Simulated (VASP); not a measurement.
The system is C.

```
C
1.0
     2.56785    0.00000    0.00000
    -1.28392    2.22382    0.00000
     0.00000    0.00000    4.16775
C
2
Direct
  0.33333 0.66667 0.25000
  0.66667 0.33333 0.75000
```

- Program: VASP 6.6.1
- Task: relaxation of cell and atoms
- Functional: r2SCAN
- Potentials or basis: VASP PAW PBE potentials, release 64 (C)
- Cutoff: 600 eV
- k mesh: 9 × 9 × 4
- Occupations: gaussian, width 0.1 eV
- Spin: no spin polarisation

At the start: pressure -30.9 GPa; volume 11.90 Å³/atom.

How do energy, volume and symmetry change on relaxing?

Over 33 steps the energy falls by 1279.9 meV/atom and the volume is 8.01 Å³/atom (-32.7 %); space group P6_3/mmc (No. 194, to 0.05 Å).

The path:
```tsv
step	energy change (eV)	largest force (eV/Å)	pressure (GPa)	volume (Å³)
1	0.0000	0.0000	-30.88	23.80
2	-1.2307	0.0000	-19.92	16.74
3	-1.4081	0.0000	-5.40	14.51
4	-1.4187	0.0000	-0.11	13.89
5	-1.4600	0.0000	-0.63	13.77
6	-1.4106	0.0000	10.57	13.34
7	-1.4321	0.0000	7.69	13.55
8	-1.4654	0.0000	0.71	13.90
9	-1.5407	0.0000	-3.21	14.58
10	-1.6253	0.0000	-13.97	15.89
11	-2.0399	0.0000	-25.73	18.28
12	-1.9186	0.0000	-23.54	22.15
13	-2.1608	0.0000	-26.07	19.34
14	-2.1905	0.0000	-25.76	19.86
15	-2.1840	0.0000	-25.92	19.68
16	-2.1889	0.0000	-25.80	19.77
17	-2.1994	0.0000	-25.42	20.04
18	-2.1932	0.0000	-24.84	20.56
19	-2.2021	0.0000	-25.25	20.18
20	-2.2124	0.0000	-25.00	20.12
21	-2.2425	0.0000	-24.24	19.92
22	-2.2993	0.0000	-22.59	19.54
23	-2.3981	0.0000	-18.79	18.79
24	-2.5268	0.0000	-8.66	17.34
25	-2.5053	0.0000	11.56	14.67
26	-2.5462	0.0000	4.43	16.06
27	-2.5519	0.0000	-0.25	16.47
28	-2.5518	0.0000	0.54	16.40
29	-2.5526	0.0000	0.50	16.37
30	-2.5548	0.0000	0.35	16.30
31	-2.5582	0.0000	0.02	16.14
32	-2.5569	0.0000	-0.40	15.82
33	-2.5597	0.0000	-0.13	16.02
```

Final structure:
```cif
data_structure
_symmetry_space_group_name_H-M 'P 1'
_symmetry_Int_Tables_number 1
_cell_length_a 1.7683
_cell_length_b 1.7683
_cell_length_c 5.9162
_cell_angle_alpha 90.000
_cell_angle_beta 90.000
_cell_angle_gamma 120.000
_cell_volume 16.02
loop_
_atom_site_label
_atom_site_type_symbol
_atom_site_fract_x
_atom_site_fract_y
_atom_site_fract_z
_atom_site_occupancy
C1 C 0.33333 0.66667 0.25000 1
C2 C 0.66667 0.33333 0.75000 1
```

Caveat: the k points lie up to 0.46 Å⁻¹ apart in the final cell; the volume moved by over 15 % at a fixed basis, so the end points are rough; the PAW data sets were made with another functional, which shifts forces and pressure a little.
